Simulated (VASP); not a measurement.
# Li (R-3m) in VASP: single point with RPBE

Aim: the single point of Li with RPBE.

Everything below comes from runs of VASP 6.6.1. Logs are shortened: lines on timing, memory, paths and dates and some standing lists are left out, and cuts for length are marked.

## (1) The cell of the first run

The structure is trigonal, space group R-3m (No. 166). The conventional cell has a = 3.101 Å, b = 3.101 Å, c = 22.765 Å, α = 90.00°, β = 90.00°, γ = 120.00°. Li (site symmetry -3m) has 12 Li at 3.10 Å within 4.1 Å. Li (site symmetry 3m) has 12 Li at 3.09 to 3.10 Å within 4.1 Å.

## (2) Single point, RPBE

File INCAR:

```
SYSTEM = Li
  ALGO = Normal
  EDIFF = 1E-6
  ENCUT = 750
  GGA = RP
  GGA_COMPAT = .FALSE.
  ISIF = 2
  ISMEAR = 1
  LASPH = .TRUE.
  LCHARG = .TRUE.
  LELF = .TRUE.
  LREAL = .FALSE.
  LVHAR = .TRUE.
  LWAVE = .FALSE.
  NBANDS = 12
  NELM = 120
  PREC = Accurate
  SIGMA = 0.1
```

File KPOINTS:

```
k-points
0
G
  10 10 10
  0 0 0
```

File POSCAR:

```
Li
1.0
    1.5505000000      0.8951800000      7.5883000000
   -1.5505000000      0.8951800000      7.5883000000
    0.0000000000     -1.7903600000      7.5883000000
Li
3
Direct
    0.0000000000      0.0000000000      0.0000000000
    0.2220000000      0.2220000000      0.2220000000
    0.7780000000      0.7780000000      0.7780000000
```

Potentials or basis: VASP PAW PBE potentials, release 64 (Li_sv).

Launch:

```bash
$ cat potpaw_PBE.64/Li_sv/POTCAR > POTCAR
$ mpirun -np 1 vasp_std > vasp.out
```

OUTCAR:

```text
SYSTEM = Li
   EDIFF = 1E-6
   ENCUT = 750
   GGA = RP
   ISIF = 2
   ISMEAR = 1
   LASPH = .TRUE.
   LREAL = .FALSE.
   NELM = 120
   PREC = Accurate

 ion  position               nearest neighbor table
   1  0.000  0.000  0.000-
   2  0.222  0.222  0.222-
   3  0.778  0.778  0.778-

  LATTYP: Found a trigonal (rhomboedric) cell.
 ALAT       =     7.7966463542
 COS(alpha) =     0.9209033909

  Lattice vectors:

 A1 = (   1.5505000000,   0.8951800000,   7.5883000000)
 A2 = (  -1.5505000000,   0.8951800000,   7.5883000000)
 A3 = (   0.0000000000,  -1.7903600000,   7.5883000000)

Analysis of symmetry for initial positions (statically):
=====================================================================
 Subroutine PRICEL returns:
 Original cell was already a primitive cell.

 Routine SETGRP: Setting up the symmetry group for a
 trigonal (rhombohedral) supercell.

 Subroutine GETGRP returns: Found 12 space group operations
 (whereof 12 operations were pure point group operations)
 out of a pool of 12 trial point group operations.

The static configuration has the point symmetry D_3d.

Analysis of symmetry for dynamics (positions and initial velocities):
=====================================================================
 Subroutine PRICEL returns:
 Original cell was already a primitive cell.

 Routine SETGRP: Setting up the symmetry group for a
 trigonal (rhombohedral) supercell.

 Subroutine GETGRP returns: Found 12 space group operations
 (whereof 12 operations were pure point group operations)
 out of a pool of 12 trial point group operations.

The dynamic configuration has the point symmetry D_3d.

 Subroutine INISYM returns: Found 12 space group operations
 (whereof 12 operations are pure point group operations),
 and found     1 'primitive' translations

----------------------------------------------------------------------------------------

                                     Primitive cell

  volume of cell :      63.1943

  direct lattice vectors                    reciprocal lattice vectors
     1.550500000  0.895180000  7.588300000     0.322476620  0.186182295  0.043927274
    -1.550500000  0.895180000  7.588300000    -0.322476620  0.186182295  0.043927274
     0.000000000 -1.790360000  7.588300000     0.000000000 -0.372364590  0.043927274

  length of vectors
     7.796646354  7.796646354  7.796645806     0.374946160  0.374946160  0.374946654

  position of ions in fractional coordinates (direct lattice)
     0.000000000  0.000000000  0.000000000
     0.222000000  0.222000000  0.222000000
     0.778000000  0.778000000  0.778000000

  ion indices of the primitive-cell ions
   primitive index   ion index
                 1           1
                 2           2
                 3           3

----------------------------------------------------------------------------------------

 KPOINTS: k-points

Automatic generation of k-mesh.
 Grid dimensions read from file:
 generate k-points for:   10   10   10

 Generating k-lattice:

  Cartesian coordinates                     Fractional coordinates (reciprocal lattice)
     0.032247662  0.018618229  0.004392727     0.100000000 -0.000000000  0.000000000
    -0.032247662  0.018618229  0.004392727    -0.000000000  0.100000000  0.000000000
     0.000000000 -0.037236459  0.004392727     0.000000000  0.000000000  0.100000000

  Length of vectors
     0.037494616  0.037494616  0.037494665

  Shift w.r.t. Gamma in fractional coordinates (k-lattice)
     0.000000000  0.000000000  0.000000000

 Subroutine IBZKPT returns following result:
 ===========================================

 Found    116 irreducible k-points:

 Following reciprocal coordinates:
            Coordinates               Weight
  0.000000  0.000000  0.000000      1.000000
  0.100000 -0.000000  0.000000      6.000000
  0.200000 -0.000000  0.000000      6.000000
  0.300000 -0.000000  0.000000      6.000000
  0.400000  0.000000  0.000000      6.000000
  0.500000 -0.000000  0.000000      3.000000
[... 16 lines left out ...]
  0.300000  0.300000  0.000000      6.000000
  0.400000  0.300000 -0.000000     12.000000
 [... further k-points ...]
   k-points           NKPTS =    116   k-points in BZ     NKDIM =    116   number of bands    NBANDS=     12
   number of dos      NEDOS =    301   number of ions     NIONS =      3
   total plane-waves  NPLWV = 343000
   dimension x,y,z NGX =    70 NGY =   70 NGZ =   70
   dimension x,y,z NGXF=   140 NGYF=  140 NGZF=  140
   ions per type =               3
   NGX,Y,Z   is equivalent  to a cutoff of  14.93, 14.93, 14.93 a.u.
   NGXF,Y,Z  is equivalent  to a cutoff of  29.85, 29.85, 29.85 a.u.
 SYSTEM =  Li
   PREC   = accura    normal or accurate (medium, high low for compatibility)
   ISTART =      0    job   : 0-new  1-cont  2-samecut
   ICHARG =      2    charge: 1-file 2-atom 10-const
   ISPIN  =      1    spin polarized calculation?
   LNONCOLLINEAR =      F non collinear calculations
   LSORBIT =      F    spin-orbit coupling
   LASPH  =      T    aspherical Exc in radial PAW
   ENCUT  =  750.0 eV  55.12 Ry    7.42 a.u.  17.41 17.41 17.41*2*pi/ulx,y,z
   NELM   =    120;   NELMIN=  2; NELMDL= -5     # of ELM steps
   EDIFF  = 0.1E-05   stopping-criterion for ELM
   LREAL  =      F    real-space projection
   EDIFFG = 0.1E-04   stopping-criterion for IOM
   NSW    =      0    number of steps for IOM
   IBRION =     -1    ionic relax: 0-MD 1-quasi-New 2-CG
   NFREE  =      0    steps in history (QN), initial steepest desc. (CG)
   ISIF   =      2    stress and relaxation
   ISYM   =      2    0-nonsym 1-usesym 2-fastsym
   POTIM  = 0.5000    time-step for ionic-motion
   TEBEG  =    0.0;   TEEND  =   0.0 temperature during run
   PSTRESS=    0.0 pullay stress
   NELECT =       9.0000    total number of electrons
   NUPDOWN=      -1.0000    fix difference up-down
   EMIN   =  10.00;   EMAX   =-10.00  energy-range for DOS
   EFERMI =   0.00;   METHOD = LEGACY
   ISMEAR =     1;   SIGMA  =   0.10  broadening in eV -4-tet -1-fermi 0-gaus
   EFERMI_NEDOS =   21; number of points for ismear=-14 and -15
   IALGO  =     38    algorithm
   IMIX   =      4    mixing-type and parameters
     AMIX     =   0.40;   BMIX     =  1.00
     AMIX_MAG =   1.60;   BMIX_MAG =  1.00
  volume/ion in A,a.u.               =      21.06       142.15
  Fermi-wavevector in a.u.,A,eV,Ry     =   0.854928  1.615580  9.944531  0.730902
  Thomas-Fermi vector in A             =   1.971600
   LORBIT       =      0    0 simple, 1 ext, 2 COOP (PROOUT), +10 PAW based schemes
   GGA     = RP    functional components
   LHFCALC =     F    Hartree Fock is set to
   AEXX    =    0.0000 exact exchange contribution
   IVDW    =     0    specifies the selected vdW correction
   LEPSILON=     F    determine dielectric tensor
   LRPA    =     F    only Hartree local field effects (RPA)
 non-spin polarized calculation
 Methfessel and Paxton  Order N= 1 SIGMA  =   0.10
  energy-cutoff  :      750.00
  volume of cell :       63.19
 maximum number of plane-waves:      2968
 NGX is ok and might be reduce to    70
   NGX = 35   NGY = 35   NGZ = 35

 number of electron       9.0000001 magnetization

 Free energy of the ion-electron system (eV)
  ---------------------------------------------------
  ext. energy  EPLUGINS =         0.00000000
  ---------------------------------------------------
  free energy    TOTEN  =        -5.44249406 eV

  energy without entropy =       -5.44223986  energy(sigma->0) =       -5.44240933

 E-fermi :   0.5332     XC(G=0):  -6.9179

 val. band max:        0.5256772056   @ k =   0.5000  -0.0000   0.0000
 cond. band min:       0.5398435127   @ k =  -0.4000   0.1000   0.1000
 fundamental gap:      0.0141663071
 Fermi energy:         0.5332216527

 k-point     1 :       0.0000    0.0000    0.0000
  band No.  band energies     occupation
      1     -46.2035      2.00000
      2     -46.1912      2.00000
      3     -46.1864      2.00000
      4      -2.9509      2.00000
      5      -1.0055      2.00000
      6      -1.0050      2.00000
      7       6.1206      0.00000
      8       6.1461      0.00000
      9      13.2077      0.00000
     10      13.2077      0.00000
     11      13.3531      0.00000
     12      13.3531      0.00000

 k-point     2 :       0.1000   -0.0000    0.0000
  band No.  band energies     occupation
      1     -46.2023      2.00000
      2     -46.1904      2.00000
      3     -46.1856      2.00000
      4      -2.7913      2.00000
      5      -0.9626      2.00000
      6      -0.7105      2.00000
      7       5.9479      0.00000
      8       6.5112      0.00000
      9      11.4997      0.00000
     10      12.1859      0.00000
     11      12.3487      0.00000
     12      12.6800      0.00000

 k-point     3 :       0.2000   -0.0000    0.0000
  band No.  band energies     occupation
      1     -46.1992      2.00000
      2     -46.1882      2.00000
      3     -46.1836      2.00000
      4      -2.3122      2.00000
      5      -0.5931      2.00000
      6      -0.0769      2.00000
      7       5.8591      0.00000
      8       7.0208      0.00000
      9       9.0526      0.00000
     10      10.0008      0.00000
     11      10.9959      0.00000
     12      11.4418      0.00000
[... 286 lines left out ...]
 k-point    23 :       0.3000    0.3000    0.0000
  band No.  band energies     occupation
      1     -46.1952      2.00000
      2     -46.1856      2.00000
      3     -46.1810      2.00000
      4      -1.4525      2.00000
      5      -0.2698      2.00000
      6       1.2970     -0.00000
      7       5.0475      0.00000
      8       6.2904      0.00000
      9       7.3195      0.00000
     10       9.5893      0.00000
     11       9.6975      0.00000
     12      10.5852      0.00000

 k-point    24 :       0.4000    0.3000   -0.0000
  band No.  band energies     occupation
      1     -46.1931      2.00000
      2     -46.1838      2.00000
      3     -46.1799      2.00000
      4      -0.7936      2.00000
      5       0.2299      2.00015
      6       2.0270     -0.00000
      7       4.7003      0.00000
      8       5.4450      0.00000
      9       6.5936      0.00000
     10       8.1137      0.00000
     11       9.2711      0.00000
     12       9.6642      0.00000

 [... further k-points ...]
[... 5 lines left out ...]
  --------------------------------------------------------------------------------------
  -------------------------------------------------------------------------------------
  Total       -0.0231429     -0.0231428     -0.1858003      0.0000000     -0.0000000      0.0000000
  in kB       -0.5867457     -0.5867436     -4.7106315      0.0000000     -0.0000000      0.0000000
  external PRESSURE =      -1.9613736 kB  Pullay stress =       0.0000000 kB

 VOLUME and BASIS-vectors are now :
 -----------------------------------------------------------------------------
  energy-cutoff  :      750.00
  volume of cell :       63.19
      direct lattice vectors                 reciprocal lattice vectors
     1.550500000  0.895180000  7.588300000     0.322476620  0.186182295  0.043927274
    -1.550500000  0.895180000  7.588300000    -0.322476620  0.186182295  0.043927274
     0.000000000 -1.790360000  7.588300000     0.000000000 -0.372364590  0.043927274

 POSITION                                       TOTAL-FORCE (eV/Angst)
 -----------------------------------------------------------------------------------
      0.00000      0.00000      0.00000         0.000000     -0.000000      0.000000
      0.00000      0.00000      5.05381         0.000000     -0.000000      0.008436
      0.00000      0.00000     17.71109         0.000000      0.000000     -0.008436
 -----------------------------------------------------------------------------------
    total drift:                                0.000000     -0.000000      0.000000

  FREE ENERGIE OF THE ION-ELECTRON SYSTEM (eV)
  ---------------------------------------------------
  free  energy   TOTEN  =        -5.4424940611 eV

  energy  without entropy=       -5.4422398644  energy(sigma->0) =       -5.44240933
```

Run time: 12 min. Hardware: 1 thread of Intel Xeon Platinum 8259CL at 2.50GHz (Skylake/Cascade Lake), shared host; peak memory 0.67 GiB.

What came out:

| Item | Value |
| --- | --- |
| Free energy | -5.4425 eV |
| Pressure | -0.2 GPa |
| Largest force | 0.008 eV/Å |

Forces in eV/Å, atoms in the order of the input:
```
Li   0.000  0.000  0.000
Li   0.000  0.000  0.008
Li   0.000  0.000 -0.008
```

Caveat: the PAW data sets were made with another functional, which shifts forces and pressure a little.
